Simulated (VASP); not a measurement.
A run of VASP 6.6.1 is set up as follows.

INCAR

```
PREC = Accurate ; ENCUT = 520
EDIFF = 1E-7 ; ISMEAR = 0
SIGMA = 0.02 ; LREAL = F
LASPH = T ; NELM = 80
ALGO = Normal ; ISIF = 2
LWAVE = F ; LCHARG = F
GGA = PE ; NBANDS = 56
```

KPOINTS

```
Automatic mesh
0
Gamma
  6 6 6
```

POSCAR

```
AlIn2N3
1.0
    5.0307731102     -2.8932756553      0.0000000000
    5.0307731102      2.8932756553      0.0000000000
    0.0000000000      0.0000000000      5.3611442611
Al In N
2 4 6
Direct
    0.3402855634      0.6597144366      0.9891069044
    0.6597144366      0.3402855634      0.4891069044
    0.9866911916      0.3365156617      0.9865878008
    0.6634843383      0.0133088084      0.9865878008
    0.0133088084      0.6634843383      0.4865878008
    0.3365156617      0.9866911916      0.4865878008
    0.9702917082      0.3320414766      0.3863500422
    0.6679585234      0.0297082918      0.3863500422
    0.0297082918      0.6679585234      0.8863500422
    0.3320414766      0.9702917082      0.8863500422
    0.3694933187      0.6305066813      0.3370174096
    0.6305066813      0.3694933187      0.8370174096
```

Potentials or basis: VASP PAW PBE potentials, release 64 (Al, In_d, N).

Run with:

```sh
$ cat potpaw_PBE.64/Al/POTCAR potpaw_PBE.64/In_d/POTCAR potpaw_PBE.64/N/POTCAR > POTCAR
$ mpirun -np 1 vasp_std > vasp.out
```

Predict the largest force.

0.038 eV/Å.

Estimate the band gap on the k mesh.

1.19 eV.

Forces in eV/Å, atoms in the order of the input:
```
Al   0.000  0.001  0.000
Al   0.000 -0.001  0.000
In   0.005 -0.001 -0.003
In  -0.005 -0.001 -0.003
In  -0.005  0.001 -0.003
In   0.005  0.001 -0.003
N   -0.031  0.017  0.014
N    0.031  0.017  0.014
N    0.031 -0.017  0.014
N   -0.031 -0.017  0.014
N    0.000 -0.029 -0.024
N    0.000  0.029 -0.024
```

Caveat: spin-orbit coupling is left out, which moves the levels of the heavy elements.
